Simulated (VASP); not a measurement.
A run of VASP 6.6.1 is set up as follows.

Contents of INCAR:

```
PREC = Accurate
ENCUT = 500
EDIFF = 1E-6
ISMEAR = 1
SIGMA = 0.15
LREAL = F
LASPH = T
NELM = 120
ALGO = Normal
ISIF = 2
LWAVE = F
LCHARG = T
GGA = CA
LELF = T
LVHAR = T
NBANDS = 18
GGA_COMPAT = F
```

Contents of KPOINTS:

```
Automatic mesh
0
Gamma
  3 3 2
```

Contents of POSCAR:

```
YZr
1.0
    3.4235830000      0.0000000000      0.0000000000
   -1.7117915000      2.9649098500      0.0000000000
    0.0000000000      0.0000000000      5.4025870000
Y Zr
1 1
Direct
    0.6666666667      0.3333333333      0.5000000000
    0.3333333333      0.6666666667      0.0000000000
```

Potentials or basis: VASP PAW LDA potentials, release 64 (Y_sv, Zr_sv).

Command:

```console
$ cat potpaw_LDA.64/Y_sv/POTCAR potpaw_LDA.64/Zr_sv/POTCAR > POTCAR
$ mpirun -np 1 vasp_std > vasp.out
```

Task: What does it give for the pressure?

Result: -6.6 GPa.

Task: What does it give for the band gap on the k mesh?

Result: Zero (an odd number of electrons rules out a gap without spin polarisation).

Stress tensor (GPa, compression positive):
```
-6.77  0.00  0.00
 0.00 -6.77  0.00
 0.00  0.00 -6.38
```

Caveat: the k points lie up to 0.71 Å⁻¹ apart, too coarse for converged energies and pressures of a metal.
